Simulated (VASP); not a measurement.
CsSnI3, 5 atoms in the cell. It takes space group P4/mmm (No. 123, tetragonal). Conventional cell: a = 6.702 Å, b = 6.702 Å, c = 5.709 Å, α = 90.00°, β = 90.00°, γ = 90.00°. Within 5.8 Å of Cs (site symmetry 4/mmm) lie 12 I at 4.40 to 4.74 Å and 8 Sn at 5.53 Å and 2 Cs at 5.71 Å. Within 3.8 Å of Sn (site symmetry 4/mmm) lie 6 I at 2.85 to 3.35 Å. I (site symmetry mmm) has 2 Sn at 3.35 Å and 4 Cs at 4.40 Å and 4 I at 4.40 Å within 4.5 Å. I (site symmetry 4/mmm) has 2 Sn at 2.85 Å within 3.8 Å.  This cell differs from its parent crystal: strain +0.080 along x and y, -0.080 along z.

* Program: VASP 6.6.1
* Task: single point
* Functional: PBEsol
* Potentials or basis: VASP PAW PBE potentials, release 64 (Cs_sv, Sn_d, I)
* Cutoff: 520 eV
* k mesh: 6 × 6 × 6
* Occupations: gaussian, width 0.03 eV
* Spin: no spin polarisation
* Dipole correction: no
* Further INCAR settings: ALGO = Normal; EDIFF = 1e-06; NBANDS = 30

Potentials or basis: VASP PAW PBE potentials, release 64 (Cs_sv, Sn_d, I).

Command:

```console
$ cat potpaw_PBE.64/Cs_sv/POTCAR potpaw_PBE.64/Sn_d/POTCAR potpaw_PBE.64/I/POTCAR > POTCAR
$ mpirun -np 1 vasp_std > vasp.out
```

Hardware: 1 thread of Intel(R) Xeon(R) 6975P-C (Granite Rapids), with other jobs on the host.

Task: How long does it take, and how much memory?

Result: It took 2.5 min on 1 thread of Intel(R) Xeon(R) 6975P-C (Granite Rapids), on a shared host, peak memory 0.53 GiB. Counts: scf iterations 13, k points 40.
